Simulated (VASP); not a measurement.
Ge4IrW: single point with PBE

Ge4IrW:

```
Ge Ir W
1.0
     4.69702    0.00000    0.00000
    -2.34851    4.06774    0.00000
     0.00000    0.00000    5.24345
Ge Ir W
4 1 1
Cartesian
  0.0000 2.7118 3.9295
  0.0000 2.7118 1.3140
  2.3485 1.3559 3.9295
  2.3485 1.3559 1.3140
  0.0000 0.0000 2.6217
  0.0000 0.0000 0.0000
```

The cell was generated, and may not be a known phase.

* Program: VASP 6.6.1
* Task: single point
* Functional: PBE
* Potentials or basis: VASP PAW PBE potentials, release 64 (Ge_d, Ir, W_sv)
* Cutoff: 520 eV
* k mesh: 6 × 6 × 4
* Occupations: gaussian, width 0.1 eV
* Spin: no spin polarisation

```
Pressure               : 0.2 GPa
Largest force          : 0.015 eV/Å
Band gap on the k mesh : zero (an odd number of electrons rules out a gap without spin polarisation)
```

Forces in eV/Å, atoms in the order of the input:
```
Ge   0.000  0.000 -0.015
Ge   0.000  0.000  0.015
Ge   0.000  0.000 -0.015
Ge   0.000  0.000  0.015
Ir   0.000  0.000  0.000
W    0.000  0.000  0.000
```

Stress tensor (GPa, compression positive):
```
0.12 0.00 0.00
0.00 0.12 0.00
0.00 0.00 0.37
```

Levels at points of the mesh, in eV from the Fermi level:
```tsv
k point	band 37	band 38	band 39	band 40	band 41	band 42	band 43	band 44
(0.00, 0.00, 0.00)	-1.38	-1.20	-1.20	-0.61	-0.61	1.02	1.02	1.28
(0.50, 0.00, 0.00)	-1.20	-0.65	-0.16	0.17	0.42	1.25	2.08	2.20
(0.00, 0.00, 0.50)	-2.58	-2.43	-0.24	0.54	0.75	0.75	2.23	2.23
(0.50, 0.00, 0.50)	-1.21	-1.15	-1.02	-0.82	0.66	0.86	1.95	2.23
```

Run time: 2.7 min on 1 thread of Intel Xeon 8259CL, with other jobs on the host, peak memory 0.27 GiB.

Caveat: spin-orbit coupling is left out, which moves the levels of the heavy elements.
